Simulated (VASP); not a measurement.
A run of VASP 6.6.1:

File POSCAR:

```
NaH
1.0
    0.0000000000      2.4212509223      2.4212509223
    2.4212509223      0.0000000000      2.4212509223
    2.4212509223      2.4212509223      0.0000000000
Na H
1 1
Direct
    0.0000000000      0.0000000000      0.0000000000
    0.5000000000      0.5000000000      0.5000000000
```

File INCAR.step1:

```
ALGO     = Normal         # electronic algorithm
EDIFF    = 1E-4           # SCF threshold, eV
ENCUT    = 520            # plane-wave cutoff, eV
GGA      = PE             # functional
ISMEAR   = 0              # smearing method
LASPH    = T              # aspherical terms in the spheres
LCHARG   = F              # write CHGCAR
LREAL    = F              # projectors in reciprocal space
LWAVE    = T              # write WAVECAR
NBANDS   = 11             # bands
NELM     = 60             # most SCF steps
PREC     = Accurate       # precision mode
SIGMA    = 0.01           # smearing width, eV
```

INCAR.step2

```
ALGO     = Normal         # electronic algorithm
EDIFF    = 1E-6           # SCF threshold, eV
ENCUT    = 520            # plane-wave cutoff, eV
ISIF     = 2              # what is computed and relaxed
ISMEAR   = 0              # smearing method
ISTART   = 1            
LASPH    = T              # aspherical terms in the spheres
LCHARG   = F              # write CHGCAR
LMIXTAU  = T            
LREAL    = F              # projectors in reciprocal space
LWAVE    = F              # write WAVECAR
METAGGA  = R2SCAN         # meta-GGA
NBANDS   = 11             # bands
NELM     = 60             # most SCF steps
PREC     = Accurate       # precision mode
SIGMA    = 0.01           # smearing width, eV
```

Contents of KPOINTS:

```
k-points
0
Gamma
  8 8 8
```

Potentials or basis: VASP PAW PBE potentials, release 64 (Na_pv, H).

The run is started by

```sh
$ cat potpaw_PBE.64/Na_pv/POTCAR potpaw_PBE.64/H/POTCAR > POTCAR
$ cp INCAR.step1 INCAR
$ mpirun -np 1 vasp_std > vasp.out
$ cp INCAR.step2 INCAR
$ mpirun -np 1 vasp_std > vasp.out
```

Hardware: 1 thread of Intel(R) Xeon(R) 6975P-C (Granite Rapids), with other jobs on the host.

How long does it take, and how much memory?

It took 18 s on 1 thread of Intel(R) Xeon(R) 6975P-C (Granite Rapids) (shared host), peak memory 0.15 GiB. Counts: k points 29.
